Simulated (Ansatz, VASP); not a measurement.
**In3Se2: VASP beside Ansatz**

INCAR

```
PREC = Accurate
ENCUT = 600
EDIFF = 1E-6
ISMEAR = 0
SIGMA = 0.1
LREAL = False
LASPH = True
NELM = 60
ALGO = Normal
ISIF = 3
LWAVE = False
LCHARG = False
GGA = PE
IBRION = 2
NSW = 90
EDIFFG = -0.04
```

File KPOINTS:

```
regular mesh
0
Gamma
  3 3 3
```

File POSCAR:

```
In3Se2
1.0
    3.4295361270      1.9800436061      6.2422707666
   -3.4295361270      1.9800436061      6.2422707666
    0.0000000000     -3.9600872123      6.2422707666
In Se
6 4
Direct
    0.0562500000      0.4437500000      0.7500000000
    0.7500000000      0.0562500000      0.4437500000
    0.4437500000      0.7500000000      0.0562500000
    0.9437500000      0.5562500000      0.2500000000
    0.2500000000      0.9437500000      0.5562500000
    0.5562500000      0.2500000000      0.9437500000
    0.8521800000      0.8521800000      0.8521800000
    0.6478200000      0.6478200000      0.6478200000
    0.1478200000      0.1478200000      0.1478200000
    0.3521800000      0.3521800000      0.3521800000
```

Input for Ansatz:

```yaml
crystal:
  lattice:
    - [3.429536127, 1.9800436061, 6.2422707666]
    - [-3.429536127, 1.9800436061, 6.2422707666]
    - [0.0, -3.9600872123, 6.2422707666]
  atoms:
    - { symbol: In, position: [0.05625, 0.44375, 0.75] }
    - { symbol: In, position: [0.75, 0.05625, 0.44375] }
    - { symbol: In, position: [0.44375, 0.75, 0.05625] }
    - { symbol: In, position: [0.94375, 0.55625, 0.25] }
    - { symbol: In, position: [0.25, 0.94375, 0.55625] }
    - { symbol: In, position: [0.55625, 0.25, 0.94375] }
    - { symbol: Se, position: [0.85218, 0.85218, 0.85218] }
    - { symbol: Se, position: [0.64782, 0.64782, 0.64782] }
    - { symbol: Se, position: [0.14782, 0.14782, 0.14782] }
    - { symbol: Se, position: [0.35218, 0.35218, 0.35218] }
basis:
  ecutwfc: 420
kpoints:
  mp_grid: { grid: [3, 3, 3] }
hamiltonian:
  xc: pbe
scf:
  occupations: { method: gaussian, width: 0.1 }
  lower_state_search: "off"
output:
  forces: true
  stress: true
  eigenvalues: true
relax:
  adjacent_minimum: "off"
  f_tol: 0.04
  max_steps: 70
  cell: { stress_tol: 0.4 }
```

Alike in both runs: task relaxation of cell and atoms; functional PBE; k mesh 3 × 3 × 3; occupations gaussian, width 0.1 eV; no spin polarisation.

|  | VASP | Ansatz |
| --- | --- | --- |
| version | VASP 6.6.1 | Ansatz 0.2.0 |
| potentials or method | VASP PAW PBE potentials, release 64 (In_d, Se), cutoff 600 eV | scalar-relativistic, plane waves, PAW |
| valence electrons in the cell | 102 | 142 |

Ansatz gave:

* gap on the k mesh at the Fermi level, each at its own relaxed structure (eV): none
* relaxed volume (Å³/atom): 32.69
* relaxed cell length with the largest relative difference (Å): 7.697

Question: Which values does VASP return?

Answer: gap on the k mesh at the Fermi level, each at its own relaxed structure (eV): none; relaxed volume (Å³/atom): 32.87; relaxed cell length with the largest relative difference (Å): 7.690.

A gap of «none» marks a metal or a gap that the smearing closes. VASP's potentials hold 102 valence electrons a cell and Ansatz's 142, so a difference there can come from the potentials and not from the codes.

The k mesh is coarse, so the values compare programs but aren't converged. Noted on VASP's run: the volume moved by over 15 % at a fixed basis, so the end points are rough.
